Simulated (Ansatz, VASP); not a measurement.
AlGa3N4 in VASP and in Ansatz

```
CELL_PARAMETERS angstrom
4.46763 0.00000 0.00000
0.00000 4.46763 0.00000
0.00000 0.00000 4.46763
ATOMIC_POSITIONS crystal
Al 0.00778 0.99799 0.97942
Ga 0.50223 0.46528 0.02081
Ga 0.49832 0.04542 0.55053
Ga 0.01021 0.51878 0.50456
N 0.72523 0.78219 0.23115
N 0.80055 0.22804 0.74130
N 0.24247 0.75268 0.74542
N 0.21321 0.20961 0.22681
```

Change from the starting cell: all atoms moved at random, sigma 0.1 Å a component; relaxed back.

Alike in both runs: task relaxation of cell and atoms; functional PBEsol; k mesh 6 × 6 × 6; occupations gaussian, width 0.05 eV; no spin polarisation.

|  | VASP | Ansatz |
| --- | --- | --- |
| version | VASP 6.6.1 | Ansatz 0.2.0 |
| potentials or method | VASP PAW PBE potentials, release 64 (Al, Ga_d, N), cutoff 600 eV | scalar-relativistic, plane waves, PAW |
| valence electrons in the cell | 62 | 62 |

VASP gave:

- gap on the k mesh at the Fermi level, each at its own relaxed structure (eV): 2.32
- relaxed volume (Å³/atom): 11.13
- relaxed length of the cell vector where the two differ most in proportion (Å): 4.465

What did Ansatz give for the same quantities?

gap on the k mesh at the Fermi level, each at its own relaxed structure (eV): 2.29; relaxed volume (Å³/atom): 11.14; relaxed length of the cell vector where the two differ most in proportion (Å): 4.467.

VASP's potentials were made for PBE, not for PBEsol.
